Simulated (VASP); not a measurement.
# Hf2NbN2 (P6/mmm) in VASP: single point with PBE

Aim: the single point of Hf2NbN2 with PBE.

All numbers are computed with VASP 6.6.1; they aren't measurements. Logs are shortened: lines on timing, memory, paths and dates and some standing lists are left out, and cuts for length are marked.

### Step 1. The cell of the first run

Symmetry: P6/mmm, No. 191, hexagonal system. The conventional cell has a = 5.079 Å, b = 5.079 Å, c = 5.351 Å, α = 90.00°, β = 90.00°, γ = 120.00°. Within 3.9 Å of Hf (site symmetry -6m2) lie 3 Hf at 2.93 Å and 3 Nb at 2.93 Å and 6 N at 3.60 Å. Within 2.8 Å of Nb (site symmetry 6/mmm) lie 2 N at 2.10 Å. Within 1.6 Å of N (site symmetry 6mm) lie 1 N at 1.16 Å.

The cell was built from a structure type or drawn by symmetry, and may not be a known phase.

### Step 2. Single point, PBE

INCAR

```
SYSTEM = Hf2NbN2
  PREC = Accurate
  ENCUT = 520
  EDIFF = 1E-6
  ISMEAR = 0
  SIGMA = 0.1
  LREAL = .FALSE.
  LASPH = .TRUE.
  NELM = 60
  ALGO = Normal
  ISIF = 2
  LWAVE = .FALSE.
  LCHARG = .FALSE.
  GGA = PE
  NBANDS = 30
```

KPOINTS

```
regular mesh
0
G
  12 12 8
  0 0 0
```

POSCAR

```
Hf2NbN2
1.0
    5.0790149244      0.0000000000      0.0000000000
   -2.5395074622      4.3985559507      0.0000000000
    0.0000000000      0.0000000000      5.3512915796
Hf Nb N
2 1 2
Direct
    0.3333333333      0.6666666667      0.0000000000
    0.6666666667      0.3333333333      0.0000000000
    0.0000000000      0.0000000000      0.0000000000
    0.0000000000      0.0000000000      0.6083207989
    0.0000000000      0.0000000000      0.3916792011
```

Potentials or basis: VASP PAW PBE potentials, release 64 (Hf_pv, Nb_sv, N).

Started as:

```sh
$ cat potpaw_PBE.64/Hf_pv/POTCAR potpaw_PBE.64/Nb_sv/POTCAR potpaw_PBE.64/N/POTCAR > POTCAR
$ mpirun -np 1 vasp_std > vasp.out
```

OUTCAR:

```text
SYSTEM = Hf2NbN2
   PREC = Accurate
   ENCUT = 520
   EDIFF = 1E-6
   ISMEAR = 0
   LREAL = .FALSE.
   LASPH = .TRUE.
   NELM = 60
   ISIF = 2
   GGA = PE

 ion  position               nearest neighbor table
   1  0.333  0.667  0.000-   2 2.93   3 2.93   2 2.93   3 2.93   3 2.93   2 2.93
   2  0.667  0.333  0.000-   1 2.93   3 2.93   1 2.93   3 2.93   3 2.93   1 2.93
   3  0.000  0.000  0.000-   4 2.10   5 2.10   1 2.93   2 2.93   1 2.93   2 2.93   2 2.93   1 2.93

   4  0.000  0.000  0.608-   5 1.16   3 2.10
   5  0.000  0.000  0.392-   4 1.16   3 2.10

  LATTYP: Found a hexagonal cell.
 ALAT       =     5.0790149244
 C/A-ratio  =     1.0536081621

  Lattice vectors:

 A1 = (   5.0790149244,   0.0000000000,   0.0000000000)
 A2 = (  -2.5395074622,   4.3985559507,   0.0000000000)
 A3 = (   0.0000000000,   0.0000000000,   5.3512915796)

Analysis of symmetry for initial positions (statically):
=====================================================================
 Subroutine PRICEL returns:
 Original cell was already a primitive cell.

 Routine SETGRP: Setting up the symmetry group for a
 hexagonal supercell.

 Subroutine GETGRP returns: Found 24 space group operations
 (whereof 24 operations were pure point group operations)
 out of a pool of 24 trial point group operations.

The static configuration has the point symmetry D_6h.

Analysis of symmetry for dynamics (positions and initial velocities):
=====================================================================
 Subroutine PRICEL returns:
 Original cell was already a primitive cell.

 Routine SETGRP: Setting up the symmetry group for a
 hexagonal supercell.

 Subroutine GETGRP returns: Found 24 space group operations
 (whereof 24 operations were pure point group operations)
 out of a pool of 24 trial point group operations.

The dynamic configuration has the point symmetry D_6h.

 Subroutine INISYM returns: Found 24 space group operations
 (whereof 24 operations are pure point group operations),
 and found     1 'primitive' translations

----------------------------------------------------------------------------------------

                                     Primitive cell

  volume of cell :     119.5496

  direct lattice vectors                    reciprocal lattice vectors
     5.079014924  0.000000000  0.000000000     0.196888573  0.113673671  0.000000000
    -2.539507462  4.398555951  0.000000000     0.000000000  0.227347341  0.000000000
     0.000000000  0.000000000  5.351291580     0.000000000  0.000000000  0.186870774

  length of vectors
     5.079014924  5.079014924  5.351291580     0.227347341  0.227347341  0.186870774

  position of ions in fractional coordinates (direct lattice)
     0.333333333  0.666666667  0.000000000
     0.666666667  0.333333333  0.000000000
     0.000000000  0.000000000  0.000000000
     0.000000000  0.000000000  0.608320799
     0.000000000  0.000000000  0.391679201

  ion indices of the primitive-cell ions
   primitive index   ion index
                 1           1
                 2           2
                 3           3
                 4           4
                 5           5

----------------------------------------------------------------------------------------

 KPOINTS: regular mesh

Automatic generation of k-mesh.
 Grid dimensions read from file:
 generate k-points for:   12   12    8

 Generating k-lattice:

  Cartesian coordinates                     Fractional coordinates (reciprocal lattice)
     0.016407381  0.009472806  0.000000000     0.083333333  0.000000000  0.000000000
     0.000000000  0.018945612  0.000000000     0.000000000  0.083333333  0.000000000
     0.000000000  0.000000000  0.023358847     0.000000000  0.000000000  0.125000000

  Length of vectors
     0.018945612  0.018945612  0.023358847

  Shift w.r.t. Gamma in fractional coordinates (k-lattice)
     0.000000000  0.000000000  0.000000000

 Subroutine IBZKPT returns following result:
 ===========================================

 Found     95 irreducible k-points:

 Following reciprocal coordinates:
            Coordinates               Weight
  0.000000  0.000000  0.000000      1.000000
  0.083333 -0.000000  0.000000      6.000000
  0.166667 -0.000000  0.000000      6.000000
  0.250000 -0.000000  0.000000      6.000000
  0.333333 -0.000000  0.000000      6.000000
  0.416667 -0.000000  0.000000      6.000000
[... 16 lines left out ...]
  0.250000 -0.000000  0.125000     12.000000
  0.333333 -0.000000  0.125000     12.000000
 [... further k-points ...]
   k-points           NKPTS =     95   k-points in BZ     NKDIM =     95   number of bands    NBANDS=     30
   number of dos      NEDOS =    301   number of ions     NIONS =      5
   total plane-waves  NPLWV =  64000
   dimension x,y,z NGX =    40 NGY =   40 NGZ =   40
   dimension x,y,z NGXF=    80 NGYF=   80 NGZF=   80
   ions per type =               2   1   2
   NGX,Y,Z   is equivalent  to a cutoff of  13.09, 13.09, 12.43 a.u.
   NGXF,Y,Z  is equivalent  to a cutoff of  26.19, 26.19, 24.85 a.u.
 SYSTEM =  Hf2NbN2
   PREC   = accura    normal or accurate (medium, high low for compatibility)
   ISTART =      0    job   : 0-new  1-cont  2-samecut
   ICHARG =      2    charge: 1-file 2-atom 10-const
   ISPIN  =      1    spin polarized calculation?
   LNONCOLLINEAR =      F non collinear calculations
   LSORBIT =      F    spin-orbit coupling
   LASPH  =      T    aspherical Exc in radial PAW
   ENCUT  =  520.0 eV  38.22 Ry    6.18 a.u.   9.44  9.44  9.95*2*pi/ulx,y,z
   NELM   =     60;   NELMIN=  2; NELMDL= -5     # of ELM steps
   EDIFF  = 0.1E-05   stopping-criterion for ELM
   LREAL  =      F    real-space projection
   EDIFFG = 0.1E-04   stopping-criterion for IOM
   NSW    =      0    number of steps for IOM
   IBRION =     -1    ionic relax: 0-MD 1-quasi-New 2-CG
   NFREE  =      0    steps in history (QN), initial steepest desc. (CG)
   ISIF   =      2    stress and relaxation
   ISYM   =      2    0-nonsym 1-usesym 2-fastsym
   POTIM  = 0.5000    time-step for ionic-motion
   TEBEG  =    0.0;   TEEND  =   0.0 temperature during run
   PSTRESS=    0.0 pullay stress
   NELECT =      43.0000    total number of electrons
   NUPDOWN=      -1.0000    fix difference up-down
   EMIN   =  10.00;   EMAX   =-10.00  energy-range for DOS
   EFERMI =   0.00;   METHOD = LEGACY
   ISMEAR =     0;   SIGMA  =   0.10  broadening in eV -4-tet -1-fermi 0-gaus
   EFERMI_NEDOS =   21; number of points for ismear=-14 and -15
   IALGO  =     38    algorithm
   IMIX   =      4    mixing-type and parameters
     AMIX     =   0.40;   BMIX     =  1.00
     AMIX_MAG =   1.60;   BMIX_MAG =  1.00
  volume/ion in A,a.u.               =      23.91       161.35
  Fermi-wavevector in a.u.,A,eV,Ry     =   1.164255  2.200124 18.442568  1.355491
  Thomas-Fermi vector in A             =   2.300795
   LORBIT       =      0    0 simple, 1 ext, 2 COOP (PROOUT), +10 PAW based schemes
   GGA     = PE    functional components
   LHFCALC =     F    Hartree Fock is set to
   AEXX    =    0.0000 exact exchange contribution
   IVDW    =     0    specifies the selected vdW correction
   LEPSILON=     F    determine dielectric tensor
   LRPA    =     F    only Hartree local field effects (RPA)
 non-spin polarized calculation
 Gauss-broadening in eV      SIGMA  =   0.10
  energy-cutoff  :      520.00
  volume of cell :      119.55
 maximum number of plane-waves:      3258
 NGX is ok and might be reduce to    40
   NGX = 19   NGY = 19   NGZ = 19

 number of electron      43.0000001 magnetization

 Free energy of the ion-electron system (eV)
  ---------------------------------------------------
  ext. energy  EPLUGINS =         0.00000000
  ---------------------------------------------------
  free energy    TOTEN  =       -42.57955426 eV

  energy without entropy =      -42.54562401  energy(sigma->0) =      -42.56258914

 E-fermi :   3.2920     XC(G=0):  -9.0523

 val. band max:        3.2912642850   @ k =   0.0000   0.0000   0.5000
 cond. band min:       3.2942413840   @ k =   0.1667   0.0833   0.2500
 fundamental gap:      0.0029770991
 Fermi energy:         3.2920080833

 k-point     1 :       0.0000    0.0000    0.0000
  band No.  band energies     occupation
      1     -51.0974      2.00000
      2     -28.0358      2.00000
      3     -27.8835      2.00000
      4     -27.8713      2.00000
      5     -27.8713      2.00000
      6     -27.6144      2.00000
[... 22 lines left out ...]
     29       5.8557      0.00000
     30       6.8567      0.00000

 k-point     2 :       0.0833   -0.0000    0.0000
  band No.  band energies     occupation
      1     -51.0974      2.00000
      2     -28.0329      2.00000
      3     -27.8996      2.00000
      4     -27.8887      2.00000
      5     -27.8856      2.00000
      6     -27.5802      2.00000
[... 22 lines left out ...]
     29       5.5986      0.00000
     30       6.8551      0.00000

 k-point     3 :       0.1667   -0.0000    0.0000
  band No.  band energies     occupation
      1     -51.0975      2.00000
      2     -28.0248      2.00000
      3     -27.9568      2.00000
      4     -27.9098      2.00000
      5     -27.8917      2.00000
      6     -27.5059      2.00000
[... 22 lines left out ...]
     29       5.1996      0.00000
     30       6.8446      0.00000

 k-point     4 :       0.2500   -0.0000    0.0000
  band No.  band energies     occupation
      1     -51.0977      2.00000
      2     -28.0138      2.00000
      3     -28.0123      2.00000
      4     -27.9033      2.00000
      5     -27.9013      2.00000
      6     -27.4533      2.00000
[... 22 lines left out ...]
     29       5.3301      0.00000
     30       6.8283      0.00000

 k-point     5 :       0.3333   -0.0000    0.0000
  band No.  band energies     occupation
      1     -51.0978      2.00000
      2     -28.0593      2.00000
      3     -27.9973      2.00000
      4     -27.9132      2.00000
      5     -27.8604      2.00000
      6     -27.4568      2.00000
[... 22 lines left out ...]
     29       5.8913      0.00000
     30       6.8053      0.00000
[... 526 lines left out ...]
     29       5.4169      0.00000
     30       6.7460      0.00000

 k-point    22 :       0.1667   -0.0000    0.1250
  band No.  band energies     occupation
      1     -51.0975      2.00000
      2     -28.0249      2.00000
      3     -27.9568      2.00000
      4     -27.9098      2.00000
      5     -27.8918      2.00000
      6     -27.5059      2.00000
[... 22 lines left out ...]
     29       5.1411      0.00000
     30       6.7553      0.00000

 k-point    23 :       0.2500   -0.0000    0.1250
  band No.  band energies     occupation
      1     -51.0977      2.00000
      2     -28.0138      2.00000
      3     -28.0124      2.00000
      4     -27.9033      2.00000
      5     -27.9013      2.00000
      6     -27.4549      2.00000
[... 22 lines left out ...]
     29       5.3338      0.00000
     30       6.7765      0.00000

 k-point    24 :       0.3333   -0.0000    0.1250
  band No.  band energies     occupation
      1     -51.0978      2.00000
      2     -28.0592      2.00000
      3     -27.9974      2.00000
      4     -27.9132      2.00000
      5     -27.8604      2.00000
      6     -27.4584      2.00000
[... 22 lines left out ...]
     29       5.8928      0.00000
     30       6.7960      0.00000

 [... further k-points ...]

------------------------ aborting loop because EDIFF is reached ----------------------------------------

  FORCE on cell =-STRESS in cart. coord.  units (eV):
  Direction    XX          YY          ZZ          XY          YZ          ZX
  --------------------------------------------------------------------------------------
  -------------------------------------------------------------------------------------
  Total       -0.2875156     -0.2875156      0.5239428      0.0000000      0.0000000      0.0000000
  in kB       -3.8532193     -3.8532193      7.0217647      0.0000000      0.0000000      0.0000000
  external PRESSURE =      -0.2282246 kB  Pullay stress =       0.0000000 kB

 VOLUME and BASIS-vectors are now :
 -----------------------------------------------------------------------------
  energy-cutoff  :      520.00
  volume of cell :      119.55
      direct lattice vectors                 reciprocal lattice vectors
     5.079014924  0.000000000  0.000000000     0.196888573  0.113673671  0.000000000
    -2.539507462  4.398555951  0.000000000     0.000000000  0.227347341  0.000000000
     0.000000000  0.000000000  5.351291580     0.000000000  0.000000000  0.186870774

 POSITION                                       TOTAL-FORCE (eV/Angst)
 -----------------------------------------------------------------------------------
     -0.00000      2.93237      0.00000         0.000000      0.000000      0.000000
      2.53951      1.46619      0.00000        -0.000000      0.000000      0.000000
      0.00000      0.00000      0.00000         0.000000      0.000000      0.000000
      0.00000      0.00000      3.25530        -0.000000     -0.000000      0.722355
      0.00000      0.00000      2.09599        -0.000000      0.000000     -0.722355
 -----------------------------------------------------------------------------------
    total drift:                                0.000000     -0.000000      0.000000

  FREE ENERGIE OF THE ION-ELECTRON SYSTEM (eV)
  ---------------------------------------------------
  free  energy   TOTEN  =       -42.5795542643 eV

  energy  without entropy=      -42.5456240091  energy(sigma->0) =      -42.56258914
```

Wall time 8.6 min (1 thread of Intel Xeon 8259CL, shared host); peak memory 0.48 GiB.

What came out:

```yaml
Free_energy: -42.5796 eV
Pressure: 0.0 GPa
Largest_force: 0.722 eV/Å
Band_gap_on_the_k_mesh: zero (an odd number of electrons rules out a gap without spin polarisation)
```

Forces in eV/Å, atoms in the order of the input:
```
Hf   0.000  0.000  0.000
Hf   0.000  0.000  0.000
Nb   0.000  0.000  0.000
N    0.000  0.000  0.722
N    0.000  0.000 -0.722
```

Levels at points of the mesh, in eV from the Fermi level:
| k point | band 19 | band 20 | band 21 | band 22 | band 23 | band 24 |
| --- | --- | --- | --- | --- | --- | --- |
| (0.00, 0.00, 0.00) | -0.44 | -0.26 | -0.26 | 0.21 | 0.21 | 0.38 |
| (0.50, 0.00, 0.00) | -2.01 | -1.83 | -0.71 | -0.34 | 0.18 | 0.57 |
| (0.00, 0.00, 0.50) | -0.18 | -0.18 | 0.00 | 0.00 | 0.47 | 0.54 |
| (0.50, 0.00, 0.50) | -0.87 | -0.70 | -0.43 | -0.10 | -0.03 | 0.64 |

Caveat: the standard files for N, O and F lose accuracy on very short bonds; spin-orbit coupling is left out, which moves the levels of the heavy elements.
